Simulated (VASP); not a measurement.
Wanted: the native input for a VASP 6.6.1 run.

- Task: single point
- Functional: PBE
- Potentials or basis: VASP PAW PBE potentials, release 64 (Zn)
- Cutoff: 520 eV
- k mesh: 18 × 18 × 8
- Occupations: fermi-dirac, width 0.03 eV
- Spin: no spin polarisation
- Dipole correction: no
- Further INCAR settings: ALGO = Normal; EDIFF = 1e-06; NBANDS = 19

The structure of Zn lies in POSCAR:

```
Zn
1.0
    2.6868221764      0.0000000000      0.0000000000
   -1.3434110882      2.3268562602      0.0000000000
    0.0000000000      0.0000000000      4.9875836722
Zn
2
Direct
    0.3333333333      0.6666666667      0.2500000000
    0.6666666667      0.3333333333      0.7500000000
```

This cell differs from its parent crystal: volume scaled by 1.025.

These files were run (other wordings do the same):

INCAR

```
SYSTEM = Zn
PREC = Accurate ; ENCUT = 520
EDIFF = 1E-6 ; ISMEAR = -1
SIGMA = 0.03 ; LREAL = .False.
LASPH = .True. ; NELM = 80
ALGO = Normal ; ISIF = 2
LWAVE = .False. ; LCHARG = .False.
GGA = PE ; NBANDS = 19
```

KPOINTS

```
regular mesh
0
Gamma
  18 18 8
  0 0 0
```

Potentials or basis: VASP PAW PBE potentials, release 64 (Zn).

Run with:

```console
$ cat potpaw_PBE.64/Zn/POTCAR > POTCAR
$ mpirun -np 1 vasp_std > vasp.out
```

Results of the run:

The pressure is -1.7 GPa and the band gap on the k mesh is zero (band 12 reaches 4.54 eV, above the bottom of band 13 at -0.12 eV).

It took 31 s on 1 thread of Intel(R) Xeon(R) 6975P-C (Granite Rapids) (shared host), peak memory 0.21 GiB.
